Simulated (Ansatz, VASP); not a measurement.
**One calculation of Li4SiN, two programs**

INCAR

```
SYSTEM = Li4SiN
PREC = Accurate ; ENCUT = 520
EDIFF = 1E-7 ; ISMEAR = 0
SIGMA = 0.1 ; LREAL = .FALSE.
LASPH = .TRUE. ; NELM = 100
ALGO = Normal ; ISIF = 2
LWAVE = .FALSE. ; LCHARG = .FALSE.
GGA = PE ; NBANDS = 20
```

The input KPOINTS:

```
regular mesh
0
G
  6 6 4
  0 0 0
```

POSCAR

```
Li4SiN
1.0
    4.1958565300      0.0000000000      0.0000000000
   -2.0979282700      3.6337183500      0.0000000000
    0.0000000000      0.0000000000      4.9854133100
Li Si N
4 1 1
Direct
    0.1743706600      0.8256293400      0.0000000000
    0.1743706600      0.3487413200      0.0000000000
    0.6512586800      0.8256293400      0.0000000000
    0.0000000000      0.0000000000      0.5000000000
    0.3333333300      0.6666666700      0.5000000000
    0.6666666700      0.3333333300      0.0000000000
```

Input for Ansatz:

```yaml
crystal:
  lattice:
    - [4.19585653, 0.0, 0.0]
    - [-2.09792827, 3.63371835, 0.0]
    - [0.0, 0.0, 4.98541331]
  atoms:
    - { symbol: Li, position: [0.17437066, 0.82562934, 0.0] }
    - { symbol: Li, position: [0.17437066, 0.34874132, 0.0] }
    - { symbol: Li, position: [0.65125868, 0.82562934, 0.0] }
    - { symbol: Li, position: [0.0, 0.0, 0.5] }
    - { symbol: Si, position: [0.33333333, 0.66666667, 0.5] }
    - { symbol: "N", position: [0.66666667, 0.33333333, 0.0] }
basis:
  ecutwfc: 420
kpoints:
  mp_grid: { grid: [6, 6, 4] }
hamiltonian:
  xc: pbe
scf:
  occupations: { method: gaussian, width: 0.1 }
  lower_state_search: "off"
output:
  forces: true
  stress: true
  eigenvalues: true
```

Alike in both runs: task single point; functional PBE; k mesh 6 × 6 × 4; occupations gaussian, width 0.1 eV; no spin polarisation.

```csv
,VASP,Ansatz
version,VASP 6.6.1,Ansatz 0.2.0
potentials or method,"VASP PAW PBE potentials, release 64 (Li_sv, Si, N), cutoff 520 eV","scalar-relativistic, plane waves, PAW"
valence electrons in the cell,21,21
```

|  | VASP | Ansatz | Ansatz less VASP |
| --- | --- | --- | --- |
| gap on the k mesh at the Fermi level (eV) | none | none | - |
| rms of the force components (eV/Å) | 0.192 | 0.194 | +0.0015 |

Atom by atom the forces differ by 0.002 eV/Å (rms over components). A gap of «none» marks a metal or a gap that the smearing closes.

Noted on VASP's run: the cutoff is under 1.25 times that of the potentials, so the pressure is a little rough.
